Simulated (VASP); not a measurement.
# InSb (Fm-3m) in VASP: notebook, part 2 of 2

VASP 6.6.1.

### Step 3. Single point, PBE (volume scaled by 1.03)

INCAR reads:

```
SYSTEM = InSb
PREC = Accurate
ENCUT = 520
EDIFF = 1E-7
ISMEAR = 0
SIGMA = 0.1
LREAL = .False.
LASPH = .True.
NELM = 80
ALGO = Normal
ISIF = 2
LWAVE = .False.
LCHARG = .True.
GGA = PE
LELF = .True.
LVHAR = .True.
NBANDS = 16
```

KPOINTS reads:

```
Automatic mesh
0
Gamma
  12 12 12
  0 0 0
```

POSCAR reads:

```
InSb
1.0
    0.0000000000      3.1055875598      3.1055875598
    3.1055875598      0.0000000000      3.1055875598
    3.1055875598      3.1055875598      0.0000000000
In Sb
1 1
Direct
    0.0000000000      0.0000000000      0.0000000000
    0.5000000000      0.5000000000      0.5000000000
```

Potentials or basis: VASP PAW PBE potentials, release 64 (In_d, Sb).

Run with:

```console
$ cat potpaw_PBE.64/In_d/POTCAR potpaw_PBE.64/Sb/POTCAR > POTCAR
$ mpirun -np 1 vasp_std > vasp.out
```

OUTCAR:

```text
SYSTEM = InSb
   PREC = Accurate
   ENCUT = 520
   EDIFF = 1E-7
   ISMEAR = 0
   LREAL = .False.
   LASPH = .True.
   NELM = 80
   ISIF = 2
   GGA = PE

 ion  position               nearest neighbor table
   1  0.000  0.000  0.000-   2 3.11   2 3.11   2 3.11   2 3.11   2 3.11   2 3.11
   2  0.500  0.500  0.500-   1 3.11   1 3.11   1 3.11   1 3.11   1 3.11   1 3.11

  LATTYP: Found a face centered cubic cell.
 ALAT       =     6.2111751196

  Lattice vectors:

 A1 = (   0.0000000000,   3.1055875598,   3.1055875598)
 A2 = (   3.1055875598,   0.0000000000,   3.1055875598)
 A3 = (   3.1055875598,   3.1055875598,   0.0000000000)

Analysis of symmetry for initial positions (statically):
=====================================================================
 Subroutine PRICEL returns:
 Original cell was already a primitive cell.

 Routine SETGRP: Setting up the symmetry group for a
 face centered cubic supercell.

 Subroutine GETGRP returns: Found 48 space group operations
 (whereof 48 operations were pure point group operations)
 out of a pool of 48 trial point group operations.

The static configuration has the point symmetry O_h .

[... 156 lines left out ...]
  ---------------------------------------------------
  free energy    TOTEN  =        -6.65848682 eV

  energy without entropy =       -6.65051801  energy(sigma->0) =       -6.65450241

 E-fermi :   6.2010     XC(G=0):  -9.5708

 val. band max:        6.2000981568   @ k =   0.0833   0.0000   0.0000
 cond. band min:       6.2023866485   @ k =   0.5000   0.0833   0.0000
 fundamental gap:      0.0022884917
 Fermi energy:         6.2010308678

 k-point     1 :       0.0000    0.0000    0.0000
  band No.  band energies     occupation
      1      -8.1442      2.00000
      2      -8.1442      2.00000
      3      -8.1178      2.00000
      4      -8.1178      2.00000
      5      -8.1178      2.00000
      6      -4.4701      2.00000
[... 433 lines left out ...]
      3      -8.1136      2.00000
      4      -8.0985      2.00000
      5      -8.0924      2.00000
      6      -2.6264      2.00000
[... 8 lines left out ...]
     15      15.2914      0.00000
     16      15.4312      0.00000

 [... further k-points ...]
[... 5 lines left out ...]
  --------------------------------------------------------------------------------------
  -------------------------------------------------------------------------------------
  Total       -0.5092732     -0.5092732     -0.5092732     -0.0000000      0.0000000     -0.0000000
  in kB      -13.6207199    -13.6207199    -13.6207199     -0.0000000      0.0000000     -0.0000000
  external PRESSURE =     -13.6207199 kB  Pullay stress =       0.0000000 kB

 VOLUME and BASIS-vectors are now :
 -----------------------------------------------------------------------------
  energy-cutoff  :      520.00
  volume of cell :       59.90
      direct lattice vectors                 reciprocal lattice vectors
     0.000000000  3.105587560  3.105587560    -0.161000130  0.161000130  0.161000130
     3.105587560  0.000000000  3.105587560     0.161000130 -0.161000130  0.161000130
     3.105587560  3.105587560  0.000000000     0.161000130  0.161000130 -0.161000130

 POSITION                                       TOTAL-FORCE (eV/Angst)
 -----------------------------------------------------------------------------------
      0.00000      0.00000      0.00000         0.000000      0.000000      0.000000
      3.10559      3.10559      3.10559        -0.000000     -0.000000     -0.000000
 -----------------------------------------------------------------------------------
    total drift:                               -0.000000      0.000000      0.000000

  FREE ENERGIE OF THE ION-ELECTRON SYSTEM (eV)
  ---------------------------------------------------
  free  energy   TOTEN  =        -6.6584868175 eV

  energy  without entropy=       -6.6505180061  energy(sigma->0) =       -6.65450241
```

Wall time 61 s (1 thread of Intel Xeon 6975P-C, shared host); peak memory 0.25 GiB.

Results:

```
Free energy            : -6.6585 eV
Pressure               : -1.4 GPa
Band gap on the k mesh : zero (band 9 reaches 6.78 eV, above the bottom of band 10 at 4.23 eV)
```

Caveat: spin-orbit coupling is left out, which moves the levels of the heavy elements.

### Step 4. Single point, PBE (volume scaled by 1.06)

INCAR reads:

```
  ALGO = Normal
  EDIFF = 1E-6
  ENCUT = 520
  GGA = PE
  ISIF = 2
  ISMEAR = 0
  LASPH = T
  LCHARG = F
  LREAL = F
  LWAVE = F
  NBANDS = 16
  NELM = 100
  PREC = Accurate
  SIGMA = 0.1
```

KPOINTS reads:

```
k-points
0
Gamma
  12 12 12
```

POSCAR reads:

```
InSb
1.0
    0.0000000000      3.1354508106      3.1354508106
    3.1354508106      0.0000000000      3.1354508106
    3.1354508106      3.1354508106      0.0000000000
In Sb
1 1
Direct
    0.0000000000      0.0000000000      0.0000000000
    0.5000000000      0.5000000000      0.5000000000
```

Run with:

```console
$ cat potpaw_PBE.64/In_d/POTCAR potpaw_PBE.64/Sb/POTCAR > POTCAR
$ mpirun -np 1 vasp_std > vasp.out
```

Wall time 49 s (1 thread of Intel Xeon 6975P-C, shared host); peak memory 0.25 GiB.

It converged, with:

* Free energy: -6.6380 eV
* Pressure: -2.4 GPa
* Band gap on the k mesh: zero (band 9 reaches 6.45 eV, above the bottom of band 10 at 4.00 eV)

Levels at points of the mesh, in eV from the Fermi level:
```
           k point  band 5  band 6  band 7  band 8  band 9  band 10  band 11  band 12  band 13  band 14
(0.00, 0.00, 0.00)  -14.30  -10.50   -0.90    0.00    0.00     0.00     5.83     5.83     5.83     6.15
(0.50, 0.00, 0.00)  -14.28   -8.92   -6.04    0.33    0.33     2.13     2.49     2.49     2.96     9.62
(0.50, 0.50, 0.00)  -14.26   -8.35   -4.02   -3.35   -1.89    -1.89     3.38     7.79     7.79     9.48
```

Caveat: spin-orbit coupling is left out, which moves the levels of the heavy elements.

### Step 5. Single point, PBE (volume scaled by 1.10)

INCAR reads:

```
ALGO = Normal ; EDIFF = 1E-6
ENCUT = 520 ; GGA = PE
ISIF = 2 ; ISMEAR = 0
LASPH = True ; LCHARG = False
LREAL = False ; LWAVE = False
NBANDS = 16 ; NELM = 80
PREC = Accurate ; SIGMA = 0.1
```

KPOINTS is that of step 4.

POSCAR reads:

```
InSb
1.0
    0.0000000000      3.1744044932      3.1744044932
    3.1744044932      0.0000000000      3.1744044932
    3.1744044932      3.1744044932      0.0000000000
In Sb
1 1
Direct
    0.0000000000      0.0000000000      0.0000000000
    0.5000000000      0.5000000000      0.5000000000
```

Run with:

```console
$ cat potpaw_PBE.64/In_d/POTCAR potpaw_PBE.64/Sb/POTCAR > POTCAR
$ mpirun -np 1 vasp_std > vasp.out
```

Wall time 56 s (1 thread of Intel Xeon 6975P-C, shared host); peak memory 0.25 GiB.

The run converged. Its results:

```yaml
Free_energy: -6.5940 eV
Pressure: -3.6 GPa
Band_gap_on_the_k_mesh: zero (band 9 reaches 6.03 eV, above the bottom of band 10 at 3.70 eV)
```

Levels at points of the mesh, in eV from the Fermi level:
| k point | band 5 | band 6 | band 7 | band 8 | band 9 | band 10 | band 11 | band 12 | band 13 | band 14 |
| --- | --- | --- | --- | --- | --- | --- | --- | --- | --- | --- |
| (0.00, 0.00, 0.00) | -14.27 | -10.29 | -1.14 | 0.00 | 0.00 | 0.00 | 5.70 | 5.70 | 5.70 | 6.12 |
| (0.50, 0.00, 0.00) | -14.25 | -8.81 | -5.88 | 0.31 | 0.31 | 2.08 | 2.49 | 2.49 | 2.79 | 9.42 |
| (0.50, 0.50, 0.00) | -14.24 | -8.30 | -3.83 | -3.37 | -1.80 | -1.80 | 3.44 | 7.53 | 7.53 | 9.13 |

Caveat: spin-orbit coupling is left out, which moves the levels of the heavy elements.

### Step 6. Overview

```csv
cell,gap on the mesh (eV),pressure (GPa)
"a = 4.349 Å, angles 60.0°, 2 atoms",none,0.0
"a = 4.392 Å, angles 60.0°, 2 atoms",none,-1.4
"a = 4.434 Å, angles 60.0°, 2 atoms",none,-2.4
"a = 4.489 Å, angles 60.0°, 2 atoms",none,-3.6
```

Alike in all rows: task single point; level PBE; potentials or basis VASP PAW PBE potentials, release 64 (In_d, Sb); no spin polarisation; k mesh 12 × 12 × 12; cutoff (eV) 520; smearing gaussian 0.1 eV.

Caveats: spin-orbit coupling is left out, which moves the levels of the heavy elements.

Absolute energies hang on the potentials; compare differences alone.
